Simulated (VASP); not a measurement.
A run of VASP 6.6.1 is set up as follows.

File INCAR:

```
  ALGO = Fast
  EDIFF = 1E-6
  ENCUT = 520
  GGA = CA
  ISIF = 2
  ISMEAR = 0
  LASPH = True
  LCHARG = False
  LREAL = False
  LWAVE = False
  NBANDS = 12
  NELM = 80
  PREC = Accurate
  SIGMA = 0.15
```

Contents of KPOINTS:

```
k-points
0
Gamma
  22 22 22
```

The input POSCAR:

```
Ti
1.0
    0.0000000000      2.3346209154      1.4689434800
    2.3346209154      0.0000000000      1.4689434800
    2.3346209154      2.3346209154      0.0000000000
Ti
1
Direct
    0.0000000000      0.0000000000      0.0000000000
```

Potentials or basis: VASP PAW LDA potentials, release 64 (Ti_sv).

Launch:

```sh
$ cat potpaw_LDA.64/Ti_sv/POTCAR > POTCAR
$ mpirun -np 1 vasp_std > vasp.out
```

Question: Predict the band gap on the k mesh.

Answer: Zero (bands 6 and 7 overlap by 1.62 eV).

Question: Estimate the pressure.

Answer: -1.2 GPa.

Stress tensor (GPa, compression positive):
```
-0.38  0.00  0.00
 0.00 -0.38  0.00
 0.00  0.00 -2.79
```
